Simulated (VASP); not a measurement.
Here is a VASP 6.6.1 calculation.

The input INCAR:

```
PREC = Accurate
ENCUT = 520
EDIFF = 1E-6
ISMEAR = -1
SIGMA = 0.1
LREAL = F
LASPH = T
NELM = 60
ALGO = Normal
ISIF = 2
LWAVE = F
LCHARG = F
GGA = RP
NBANDS = 8
```

File KPOINTS:

```
Automatic mesh
0
Gamma
  13 13 13
```

Contents of POSCAR:

```
Sb
1.0
   -1.8303099518      1.8303099518      1.8303099518
    1.8303099518     -1.8303099518      1.8303099518
    1.8303099518      1.8303099518     -1.8303099518
Sb
1
Direct
    0.0000000000      0.0000000000      0.0000000000
```

Potentials or basis: VASP PAW PBE potentials, release 64 (Sb).

Command:

```bash
$ cat potpaw_PBE.64/Sb/POTCAR > POTCAR
$ mpirun -np 1 vasp_std > vasp.out
```

**Question.** Estimate the pressure.

**Answer.** 9.0 GPa.

Caveat: the PAW data sets were made with another functional, which shifts forces and pressure a little.
